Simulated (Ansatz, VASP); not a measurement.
# Two plane-wave programs on Ga2O

File INCAR:

```
SYSTEM = Ga2O
PREC = Accurate
ENCUT = 600
EDIFF = 1E-7
ISMEAR = 0
SIGMA = 0.1
LREAL = .False.
LASPH = .True.
NELM = 80
ALGO = Normal
ISIF = 3
LWAVE = .False.
LCHARG = .False.
GGA = PE
IBRION = 2
NSW = 100
EDIFFG = -0.01
```

Contents of KPOINTS:

```
regular mesh
0
Gamma
  18 18 10
  0 0 0
```

The input POSCAR:

```
Ga2O
1.0
    3.3740568254      0.0000000000      0.0000000000
   -1.6870284127      2.9220189246      0.0000000000
    0.0000000000      0.0000000000      5.3431153515
Ga O
2 1
Direct
    0.0000000000      0.0000000000      0.5000000000
    0.3333333333      0.6666666667      0.0000000000
    0.6666666667      0.3333333333      0.5000000000
```

Input for Ansatz:

```yaml
crystal:
  lattice:
    - [3.3740568254, 0.0, 0.0]
    - [-1.6870284127, 2.9220189246, 0.0]
    - [0.0, 0.0, 5.3431153515]
  atoms:
    - { symbol: Ga, position: [0.0, 0.0, 0.5] }
    - { symbol: Ga, position: [0.3333333333, 0.6666666667, 0.0] }
    - { symbol: O, position: [0.6666666667, 0.3333333333, 0.5] }
basis:
  ecutwfc: 420
kpoints:
  mp_grid: { grid: [18, 18, 10] }
hamiltonian:
  xc: pbe
scf:
  occupations: { method: gaussian, width: 0.1 }
output:
  forces: true
  stress: true
  eigenvalues: true
relax:
  adjacent_minimum: "off"
  f_tol: 0.01
  max_steps: 80
  cell: { stress_tol: 0.05 }
```

Change from the starting cell: species swapped into the In2Bi type (P-6m2, No. 187).

Alike in both runs: task relaxation of cell and atoms; functional PBE; k mesh 18 × 18 × 10; occupations gaussian, width 0.1 eV; no spin polarisation.

|  | VASP | Ansatz |
| --- | --- | --- |
| version | VASP 6.6.1 | Ansatz 0.2.0 |
| potentials or method | VASP PAW PBE potentials, release 64 (Ga_d, O), cutoff 600 eV | scalar-relativistic, plane waves, PAW |
| valence electrons in the cell | 32 | 32 |

```csv
,VASP,Ansatz,Ansatz less VASP
"gap on the k mesh at the Fermi level, each at its own relaxed structure (eV)",none,none,-
relaxed volume (Å³/atom),17.70,17.74,+0.045
relaxed cell length with the largest relative difference (Å),5.350,5.397,+0.0462
```

A gap of «none» marks a metal or a gap that the smearing closes.
